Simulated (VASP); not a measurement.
Set up this calculation in VASP 6.6.1, as the native input.

```yaml
Task: single point
Functional: PBE
Potentials_or_basis: VASP PAW PBE potentials, release 64 (Cd, Te)
Cutoff: 520 eV
k_mesh: 4 × 4 × 4
Occupations: gaussian, width 0.1 eV
Spin: no spin polarisation
Dipole_correction: no
Further_INCAR_settings: ALGO = Fast; EDIFF = 1e-07; NBANDS = 35
```

The structure of Cd4Te lies in POSCAR:

```
Cd4Te
1.0
   -3.5842671400      3.5842671400      2.2345780300
    3.5842671400     -3.5842671400      2.2345780300
    3.5842671400      3.5842671400     -2.2345780300
Cd Te
4 1
Direct
    0.4000000100      0.2000000100      0.6000000200
    0.2000000100      0.5999999900      0.8000000000
    0.5999999900      0.7999999900      0.3999999800
    0.7999999900      0.4000000100      0.2000000000
    0.0000000000      0.0000000000      0.0000000000
```

These files were run (other wordings do the same):

INCAR

```
SYSTEM = Cd4Te
PREC     = Accurate       ! precision mode
ENCUT    = 520            ! plane-wave cutoff, eV
EDIFF    = 1E-7           ! SCF threshold, eV
ISMEAR   = 0              ! smearing method
SIGMA    = 0.1            ! smearing width, eV
LREAL    = .False.        ! projectors in reciprocal space
LASPH    = .True.         ! aspherical terms in the spheres
NELM     = 60             ! most SCF steps
ALGO     = Fast           ! electronic algorithm
ISIF     = 2              ! what is computed and relaxed
LWAVE    = .False.        ! write WAVECAR
LCHARG   = .False.        ! write CHGCAR
GGA      = PE             ! functional
NBANDS   = 35             ! bands
```

KPOINTS

```
regular mesh
0
Gamma
  4 4 4
  0 0 0
```

Potentials or basis: VASP PAW PBE potentials, release 64 (Cd, Te).

Run with:

```bash
$ cat potpaw_PBE.64/Cd/POTCAR potpaw_PBE.64/Te/POTCAR > POTCAR
$ mpirun -np 1 vasp_std > vasp.out
```

Results of the run:

```json
{
  "Pressure": "5.1 GPa",
  "Largest force": "0.272 eV/Å",
  "Band gap on the k mesh": "zero (band 27 reaches 5.78 eV, above the bottom of band 28 at 3.14 eV)"
}
```

Caveat: the k points lie up to 0.41 Å⁻¹ apart; spin-orbit coupling is left out, which moves the levels of the heavy elements.

Wall time 64 s on 1 thread of Intel Xeon 6975P-C (shared host), peak memory 0.28 GiB.
